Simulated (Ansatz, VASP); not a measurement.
## AlAs in VASP and in Ansatz

```
Al As
1.0
     0.00000    2.83210    2.83210
     2.83210    0.00000    2.83210
     2.83210    2.83210    0.00000
Al As
1 1
Direct
  0.00000 0.00000 0.00000
  0.75000 0.75000 0.75000
```

Alike in both runs: functional PBE; dispersion D3(BJ); k mesh 8 × 8 × 8; occupations gaussian, width 0.02 eV; no spin polarisation.

Ansatz relaxed the structure, and its values are those at the end. VASP's run is a single point on that final structure, the one shown.

|  | VASP | Ansatz |
| --- | --- | --- |
| version | VASP 6.6.1 | Ansatz 0.2.0 |
| potentials or method | VASP PAW PBE potentials, release 64 (Al, As), cutoff 520 eV | scalar-relativistic, plane waves, PAW |
| valence electrons in the cell | 8 | 18 |

VASP gave:

| Property | Result |
| --- | --- |
| gap on the k mesh at the Fermi level (eV) | 1.44 |
| least direct gap on the mesh (eV) | 2.05 |
| pressure (GPa) | 0.2 |

Task: Estimate Ansatz's values.

Result: gap on the k mesh at the Fermi level (eV): 1.45; least direct gap on the mesh (eV): 2.04; pressure (GPa): 0.0.

VASP's potentials hold 8 valence electrons a cell and Ansatz's 18, so a difference there can come from the potentials and not from the codes.
